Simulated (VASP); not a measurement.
Runs of VASP 6.6.1 on Hf. The structure is that of space group Im-3m (No. 229), or close to it. The cells are those of the table. This isn't the form of Hf at room conditions, which is hcp.

```tsv
task	cell	cutoff (eV)	gap on the mesh (eV)	pressure (GPa)
single point	a = 3.033 Å, angles 109.5°, 1 atom	520	none	2.8
single point	a = 3.163 Å, angles 109.5°, 1 atom	520	none	(a)
relaxation of cell and atoms	relaxed from a = 3.126 Å, angles 109.5°, 1 atom	600	none	0.0
single point	a = 2.969 Å, angles 109.5°, 1 atom	520	none	10.7
single point	a = 2.936 Å, angles 109.5°, 1 atom	520	none	15.6
single point	a = 3.126 Å, angles 109.5°, 1 atom	520	none	(b)
```

Alike in all rows: level r2SCAN; potentials or basis VASP PAW PBE potentials, release 64 (Hf_pv); no spin polarisation; k mesh 16 × 16 × 16; smearing gaussian 0.1 eV.

Problem. Fill in the values left out.

Solution. (a) -8.7; (b) -5.9.

Caveats: the PAW data sets were made with another functional, which shifts forces and pressure a little; spin-orbit coupling is left out, which moves the levels of the heavy elements; the cell stands under tension (at least some runs); the cell stands under pressure (at least some runs).

A k mesh can miss the band edges, and the runs leave out spin-orbit coupling on Hf.

A gap of «none» marks levels without a gap at the run's occupations.
